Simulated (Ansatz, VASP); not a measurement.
## W32F: VASP beside Ansatz

```
W F
1.0
     0.00000    6.36841    6.36841
     6.36841    0.00000    6.36841
     6.36841    6.36841    0.00000
W F
32 1
Direct
  0.99585 0.00106 0.00539
  0.11668 0.12220 0.13558
  0.24383 0.25326 0.24364
  0.36712 0.38277 0.34079
  0.00046 0.99944 0.50463
  0.12285 0.12576 0.62565
  0.22264 0.24004 0.78105
  0.37353 0.37634 0.87765
  0.99576 0.49949 0.00521
  0.12176 0.62811 0.12441
  0.24812 0.75432 0.25250
  0.37424 0.88325 0.37496
  0.99553 0.50176 0.50511
  0.12117 0.62870 0.63062
  0.25041 0.75408 0.75055
  0.37275 0.87397 0.88036
  0.49580 0.00050 0.00638
  0.62273 0.12714 0.12414
  0.74914 0.25221 0.25170
  0.87591 0.37713 0.37721
  0.49768 0.00071 0.50317
  0.63909 0.11080 0.63733
  0.74941 0.25404 0.75280
  0.86653 0.37563 0.88265
  0.49659 0.50606 0.99083
  0.62411 0.62702 0.12439
  0.74875 0.75401 0.25248
  0.87403 0.87583 0.38132
  0.50986 0.52700 0.49383
  0.62764 0.63312 0.62458
  0.75041 0.74941 0.75466
  0.87467 0.87519 0.87543
  0.42070 0.32894 0.55700
```

Alike in both runs: functional PBE; k mesh 1 × 1 × 1; occupations methfessel-paxton of order 1, width 0.1 eV; no spin polarisation.

Ansatz relaxed the structure, and its values are those at the end. VASP's run is a single point on that final structure, the one shown.

|  | VASP | Ansatz |
| --- | --- | --- |
| version | VASP 6.6.1 | Ansatz 0.2.0 |
| potentials or method | VASP PAW PBE potentials, release 64 (W_sv, F), cutoff 520 eV | plane-wave PAW DFT |
| valence electrons in the cell | 455 | 455 |

|  | VASP | Ansatz | Ansatz less VASP |
| --- | --- | --- | --- |
| rms of the force components (eV/Å) | 0.022 | 0.003 | -0.0193 |

The functional is the same, so the differences come from potentials, cutoffs and numerics.

Spin-orbit coupling is off throughout.
